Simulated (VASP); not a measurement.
# Dy3Be2Se (P4/mmm) in VASP: a series of runs, part 2 of 2

VASP 6.6.1. The steps go on from the part before.

### 3 Relaxation of cell and atoms, PBE

This run uses another cell than the first one, of 20.53 Å³/atom.

INCAR reads:

```
SYSTEM = Dy3Be2Se
PREC = Accurate ; ENCUT = 600
EDIFF = 1E-7 ; ISMEAR = 0
SIGMA = 0.1 ; LREAL = .FALSE.
LASPH = .TRUE. ; NELM = 200
ALGO = Normal ; ISIF = 3
LWAVE = .FALSE. ; LCHARG = .FALSE.
GGA = PE ; IBRION = 2
NSW = 100 ; EDIFFG = -0.01
GGA_COMPAT = .FALSE. ; NELMIN = 4
LMAXMIX = 6
```

KPOINTS reads:

```
Automatic mesh
0
G
  12 12 4
  0 0 0
```

POSCAR reads:

```
Dy3Be2Se
1.0
    3.4798934610      0.0000000000      0.0000000000
    0.0000000000      3.4798934610      0.0000000000
    0.0000000000      0.0000000000     10.1735020114
Dy Be Se
3 2 1
Direct
    0.5000000000      0.5000000000      0.1781420507
    0.5000000000      0.5000000000      0.5000000000
    0.5000000000      0.5000000000      0.8218579493
    0.0000000000      0.0000000000      0.3518155073
    0.0000000000      0.0000000000      0.6481844927
    0.0000000000      0.0000000000      0.0000000000
```

Potentials or basis: VASP PAW PBE potentials, release 64 (Dy_3, Be, Se), 4f in core.

Run with:

```sh
$ cat potpaw_PBE.64/Dy_3/POTCAR potpaw_PBE.64/Be/POTCAR potpaw_PBE.64/Se/POTCAR > POTCAR
$ mpirun -np 1 vasp_std > vasp.out
```

OUTCAR:

```text
SYSTEM = Dy3Be2Se
   PREC = Accurate
   ENCUT = 600
   EDIFF = 1E-7
   ISMEAR = 0
   LREAL = .FALSE.
   LASPH = .TRUE.
   NELM = 200
   ISIF = 3
   GGA = PE
   IBRION = 2
   NSW = 100
   EDIFFG = -0.01
   NELMIN = 4

 ion  position               nearest neighbor table
   1  0.500  0.500  0.178-   4 3.03   4 3.03   4 3.03   4 3.03   6 3.06   6 3.06   6 3.06   6 3.06
                             2 3.27   3 3.62
   2  0.500  0.500  0.500-   4 2.89   5 2.89   4 2.89   5 2.89   4 2.89   5 2.89   4 2.89   5 2.89
                             1 3.27   3 3.27
   3  0.500  0.500  0.822-   5 3.03   5 3.03   5 3.03   5 3.03   6 3.06   6 3.06   6 3.06   6 3.06
                             2 3.27   1 3.62
   4  0.000  0.000  0.352-   2 2.89   2 2.89   2 2.89   2 2.89   1 3.03   1 3.03   1 3.03   1 3.03

   5  0.000  0.000  0.648-   2 2.89   2 2.89   2 2.89   2 2.89   3 3.03   3 3.03   3 3.03   3 3.03

   6  0.000  0.000  0.000-   1 3.06   3 3.06   1 3.06   3 3.06   1 3.06   3 3.06   1 3.06   3 3.06

  LATTYP: Found a simple tetragonal cell.
 ALAT       =     3.4798934610
 C/A-ratio  =     2.9235096205

  Lattice vectors:

 A1 = (   3.4798934610,   0.0000000000,   0.0000000000)
 A2 = (   0.0000000000,   3.4798934610,   0.0000000000)
 A3 = (   0.0000000000,   0.0000000000,  10.1735020114)

Analysis of symmetry for initial positions (statically):
=====================================================================
 Subroutine PRICEL returns:
 Original cell was already a primitive cell.

 Routine SETGRP: Setting up the symmetry group for a
 simple tetragonal supercell.

 Subroutine GETGRP returns: Found 16 space group operations
 (whereof 16 operations were pure point group operations)
 out of a pool of 16 trial point group operations.

The static configuration has the point symmetry D_4h.

Analysis of symmetry for dynamics (positions and initial velocities):
=====================================================================
 Subroutine PRICEL returns:
 Original cell was already a primitive cell.

 Routine SETGRP: Setting up the symmetry group for a
 simple tetragonal supercell.

 Subroutine GETGRP returns: Found 16 space group operations
 (whereof 16 operations were pure point group operations)
 out of a pool of 16 trial point group operations.

The dynamic configuration has the point symmetry D_4h.

 Subroutine INISYM returns: Found 16 space group operations
 (whereof 16 operations are pure point group operations),
 and found     1 'primitive' translations

----------------------------------------------------------------------------------------

                                     Primitive cell

  volume of cell :     123.1976

  direct lattice vectors                    reciprocal lattice vectors
     3.479893461  0.000000000  0.000000000     0.287365119  0.000000000  0.000000000
     0.000000000  3.479893461  0.000000000     0.000000000  0.287365119  0.000000000
     0.000000000  0.000000000 10.173502011     0.000000000  0.000000000  0.098294569

  length of vectors
     3.479893461  3.479893461 10.173502011     0.287365119  0.287365119  0.098294569

  position of ions in fractional coordinates (direct lattice)
[... 44 lines left out ...]
  0.000000  0.000000  0.000000      1.000000
  0.083333  0.000000  0.000000      4.000000
  0.166667  0.000000  0.000000      4.000000
  0.250000  0.000000  0.000000      4.000000
  0.333333  0.000000  0.000000      4.000000
  0.416667  0.000000  0.000000      4.000000
[... 16 lines left out ...]
  0.333333  0.333333  0.000000      4.000000
  0.416667  0.333333  0.000000      8.000000
 [... further k-points ...]
   k-points           NKPTS =     84   k-points in BZ     NKDIM =     84   number of bands    NBANDS=     22
   number of dos      NEDOS =    301   number of ions     NIONS =      6
   total plane-waves  NPLWV =  65856
   dimension x,y,z NGX =    28 NGY =   28 NGZ =   84
   dimension x,y,z NGXF=    56 NGYF=   56 NGZF=  168
   ions per type =               3   2   1
   NGX,Y,Z   is equivalent  to a cutoff of  13.38, 13.38, 13.73 a.u.
   NGXF,Y,Z  is equivalent  to a cutoff of  26.75, 26.75, 27.45 a.u.
 SYSTEM =  Dy3Be2Se
   PREC   = accura    normal or accurate (medium, high low for compatibility)
   ISTART =      0    job   : 0-new  1-cont  2-samecut
   ICHARG =      2    charge: 1-file 2-atom 10-const
   ISPIN  =      1    spin polarized calculation?
   LNONCOLLINEAR =      F non collinear calculations
   LSORBIT =      F    spin-orbit coupling
   LASPH  =      T    aspherical Exc in radial PAW
   ENCUT  =  600.0 eV  44.10 Ry    6.64 a.u.   6.95  6.95 20.32*2*pi/ulx,y,z
   NELM   =    200;   NELMIN=  4; NELMDL= -5     # of ELM steps
   EDIFF  = 0.1E-06   stopping-criterion for ELM
   LREAL  =      F    real-space projection
   EDIFFG = -.1E-01   stopping-criterion for IOM
   NSW    =    100    number of steps for IOM
   IBRION =      2    ionic relax: 0-MD 1-quasi-New 2-CG
   NFREE  =      1    steps in history (QN), initial steepest desc. (CG)
   ISIF   =      3    stress and relaxation
   ISYM   =      2    0-nonsym 1-usesym 2-fastsym
   POTIM  = 0.5000    time-step for ionic-motion
   TEBEG  =    0.0;   TEEND  =   0.0 temperature during run
   PSTRESS=    0.0 pullay stress
   NELECT =      37.0000    total number of electrons
   NUPDOWN=      -1.0000    fix difference up-down
   EMIN   =  10.00;   EMAX   =-10.00  energy-range for DOS
   EFERMI =   0.00;   METHOD = LEGACY
   ISMEAR =     0;   SIGMA  =   0.10  broadening in eV -4-tet -1-fermi 0-gaus
   EFERMI_NEDOS =   21; number of points for ismear=-14 and -15
   IALGO  =     38    algorithm
   IMIX   =      4    mixing-type and parameters
     AMIX     =   0.40;   BMIX     =  1.00
     AMIX_MAG =   1.60;   BMIX_MAG =  1.00
  volume/ion in A,a.u.               =      20.53       138.56
  Fermi-wavevector in a.u.,A,eV,Ry     =   1.096330  2.071763 16.353378  1.201939
  Thomas-Fermi vector in A             =   2.232670
   LORBIT       =      0    0 simple, 1 ext, 2 COOP (PROOUT), +10 PAW based schemes
   GGA     = PE    functional components
   LHFCALC =     F    Hartree Fock is set to
   AEXX    =    0.0000 exact exchange contribution
   IVDW    =     0    specifies the selected vdW correction
   LEPSILON=     F    determine dielectric tensor
   LRPA    =     F    only Hartree local field effects (RPA)
 conjugate gradient relaxation of ions
 non-spin polarized calculation
 Gauss-broadening in eV      SIGMA  =   0.10
  energy-cutoff  :      600.00
  volume of cell :      123.20
 maximum number of plane-waves:      4138
 NGX is ok and might be reduce to    28
   NGX = 13   NGY = 13   NGZ = 41

--------------------------------------- Ionic step        1  -------------------------------------------

 number of electron      37.0000001 magnetization

 Free energy of the ion-electron system (eV)
  ---------------------------------------------------
  ext. energy  EPLUGINS =         0.00000000
  ---------------------------------------------------
  free energy    TOTEN  =       -27.08910327 eV

  energy without entropy =      -27.07320868  energy(sigma->0) =      -27.08115597

------------------------ aborting loop because EDIFF is reached ----------------------------------------

  FORCE on cell =-STRESS in cart. coord.  units (eV):
  Direction    XX          YY          ZZ          XY          YZ          ZX
  --------------------------------------------------------------------------------------
  -------------------------------------------------------------------------------------
  Total        0.5835387      0.5835387      0.1578835      0.0000000      0.0000000      0.0000000
  in kB        7.5888831      7.5888831      2.0532648      0.0000000      0.0000000      0.0000000
  external PRESSURE =       5.7436770 kB  Pullay stress =       0.0000000 kB
[... 267 lines left out ...]
--------------------------------------- Ionic step        8  -------------------------------------------

 number of electron      36.9999999 magnetization

 Free energy of the ion-electron system (eV)
  ---------------------------------------------------
  ext. energy  EPLUGINS =         0.00000000
  ---------------------------------------------------
  free energy    TOTEN  =       -27.09442234 eV

  energy without entropy =      -27.07842272  energy(sigma->0) =      -27.08642253

 E-fermi :   4.4045     XC(G=0): -10.3100

 val. band max:        4.3878320585   @ k =   0.0833   0.0833   0.0000
 cond. band min:       4.4121563607   @ k =   0.2500   0.1667   0.2500
 fundamental gap:      0.0243243022
 Fermi energy:         4.4044749806

 k-point     1 :       0.0000    0.0000    0.0000
  band No.  band energies     occupation
      1     -19.3174      2.00000
      2     -19.1969      2.00000
      3     -18.9145      2.00000
      4     -18.9145      2.00000
      5     -18.8935      2.00000
      6     -18.8935      2.00000
[... 589 lines left out ...]
     21       5.1229      0.00000
     22       6.4228      0.00000

 [... further k-points ...]
[... 5 lines left out ...]
  --------------------------------------------------------------------------------------
  -------------------------------------------------------------------------------------
  Total       -0.0214326     -0.0214326     -0.0109311      0.0000000      0.0000000      0.0000000
  in kB       -0.2764704     -0.2764704     -0.1410067      0.0000000      0.0000000      0.0000000
  external PRESSURE =      -0.2313158 kB  Pullay stress =       0.0000000 kB
[... 21 lines left out ...]
  FREE ENERGIE OF THE ION-ELECTRON SYSTEM (eV)
  ---------------------------------------------------
  free  energy   TOTEN  =       -27.0944223441 eV

  energy  without entropy=      -27.0784227164  energy(sigma->0) =      -27.08642253

 reached required accuracy - stopping structural energy minimisation
```

It took 18 min on 1 thread of AMD EPYC 9R14 (Zen 4), shared host; peak memory 0.44 GiB.

Results:

```
Free energy                           : -27.0944 eV
Relaxed volume                        : 20.70 Å³/atom
Relaxed cell                          : a = 3.499 Å, b = 3.499 Å, c = 10.144 Å, α = 90.00°, β = 90.00°, γ = 90.00°
Space group after relaxing (to 0.1 Å) : P4/mmm (No. 123)
Energy gained by relaxing             : 0.9 meV/atom
Ionic steps                           : 8
Pressure after relaxing               : 0.0 GPa
Largest force after relaxing          : 0.004 eV/Å
Band gap on the k mesh                : zero (an odd number of electrons rules out a gap without spin polarisation)
```

Forces in eV/Å, atoms in the order of the input:
```
Dy   0.000  0.000  0.000
Dy   0.000  0.000  0.000
Dy   0.000  0.000  0.000
Be   0.000  0.000  0.004
Be   0.000  0.000 -0.004
Se   0.000  0.000  0.000
```

The path:
```csv
step,energy change (eV),largest force (eV/Å),pressure (GPa),volume (Å³)
1,0.0000,0.0971,0.57,123.20
2,-0.0034,0.0597,-0.18,124.51
3,-0.0034,0.0603,-0.17,124.49
4,-0.0044,0.0459,-0.09,124.35
5,-0.0049,0.0310,0.01,124.16
6,-0.0050,0.0238,0.01,124.16
7,-0.0052,0.0181,0.01,124.17
8,-0.0053,0.0038,-0.02,124.20
```

Final structure:
```xyz
6
Lattice="3.4992 0.0000 0.0000 0.0000 3.4992 0.0000 0.0000 0.0000 10.1440" Properties=species:S:1:pos:R:3 pbc="T T T"
Dy    1.7496    1.7496    1.7982
Dy    1.7496    1.7496    5.0720
Dy    1.7496    1.7496    8.3459
Be    0.0000    3.4992    3.5909
Be    3.4992    3.4992    6.5531
Se    3.4992    3.4992    0.0000
```

Caveat: spin-orbit coupling is left out, which moves the levels of the heavy elements; the 4f electrons are frozen in the core, so they carry no moment and show no levels; the run has no spin polarisation, though such a crystal can be magnetic. Spin polarisation is off, so any magnetic state and its effect on volume and gap are missing.
